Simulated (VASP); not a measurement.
Set up this calculation in VASP 6.6.1, as the native input.

```
Task                   : single point
Functional             : PBE
Dispersion             : D3(BJ)
Potentials or basis    : VASP PAW PBE potentials, release 64 (Rb_sv, Cl)
Cutoff                 : 520 eV
k mesh                 : 6 × 6 × 4
Occupations            : gaussian, width 0.1 eV
Spin                   : no spin polarisation
Dipole correction      : no
Further INCAR settings : ALGO = Normal; EDIFF = 1e-06; NBANDS = 26
```

The structure of RbCl4 lies in POSCAR:

```
RbCl4
1.0
    4.7416455276      0.0000000036      0.0000000000
   -2.3708227669      4.1063854808      0.0000000000
    0.0000000000      0.0000000000      7.9428950374
Rb Cl
1 4
Direct
    0.0000000000      0.0000000000      0.0000000000
    0.3333333333      0.6666666667      0.7343738008
    0.6666666667      0.3333333333      0.7343738008
    0.3333333333      0.6666666667      0.2656261992
    0.6666666667      0.3333333333      0.2656261992
```

The input as run:

INCAR

```
SYSTEM = RbCl4
ALGO = Normal ; EDIFF = 1E-6
ENCUT = 520 ; GGA = PE
ISIF = 2 ; ISMEAR = 0
IVDW = 12 ; LASPH = .TRUE.
LCHARG = .FALSE. ; LREAL = .FALSE.
LWAVE = .FALSE. ; NBANDS = 26
NELM = 80 ; PREC = Accurate
SIGMA = 0.1
```

KPOINTS

```
k-points
0
G
  6 6 4
  0 0 0
```

Potentials or basis: VASP PAW PBE potentials, release 64 (Rb_sv, Cl).

Launch:

```sh
$ cat potpaw_PBE.64/Rb_sv/POTCAR potpaw_PBE.64/Cl/POTCAR > POTCAR
$ mpirun -np 1 vasp_std > vasp.out
```

It gave:

```yaml
Pressure: 0.0 GPa
Dispersion_energy_per_atom: -0.165 eV
```

Caveat: an odd number of electrons without spin polarisation forces a metal; a magnetic or distorted state may lie lower; pairwise dispersion overbinds metals, which lowers pressure and volume.

Run time: 35 s on 1 thread of Intel(R) Xeon(R) 6975P-C (Granite Rapids) (shared host), peak memory 0.29 GiB.
